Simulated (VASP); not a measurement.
Here is a VASP 6.6.1 calculation.

File POSCAR:

```
IrSe
1.0
    0.0000000000      2.7820649878      2.7820649878
    2.7820649878      0.0000000000      2.7820649878
    2.7820649878      2.7820649878      0.0000000000
Ir Se
1 1
Direct
    0.0000000000      0.0000000000      0.0000000000
    0.2500000000      0.2500000000      0.2500000000
```

The input INCAR.step1:

```
  PREC = Accurate
  ENCUT = 520
  ISMEAR = 0
  SIGMA = 0.05
  LREAL = F
  LASPH = T
  NELM = 60
  NBANDS = 14
  GGA = PE
  ALGO = Normal
  EDIFF = 1E-4
  LWAVE = T
  LCHARG = F
```

The input INCAR.step2:

```
  PREC = Accurate
  ENCUT = 520
  EDIFF = 1E-7
  ISMEAR = 0
  SIGMA = 0.05
  LREAL = F
  LASPH = T
  NELM = 60
  ALGO = Normal
  ISIF = 2
  LWAVE = F
  LCHARG = F
  METAGGA = R2SCAN
  LMIXTAU = T
  NBANDS = 14
  ISTART = 1
```

Contents of KPOINTS:

```
Automatic mesh
0
Gamma
  10 10 10
```

Potentials or basis: VASP PAW PBE potentials, release 64 (Ir, Se).

The run is started by

```sh
$ cat potpaw_PBE.64/Ir/POTCAR potpaw_PBE.64/Se/POTCAR > POTCAR
$ cp INCAR.step1 INCAR
$ mpirun -np 1 vasp_std > vasp.out
$ cp INCAR.step2 INCAR
$ mpirun -np 1 vasp_std > vasp.out
```

Estimate the pressure.

-2.9 GPa.

Caveat: the PAW data sets were made with another functional, which shifts forces and pressure a little.
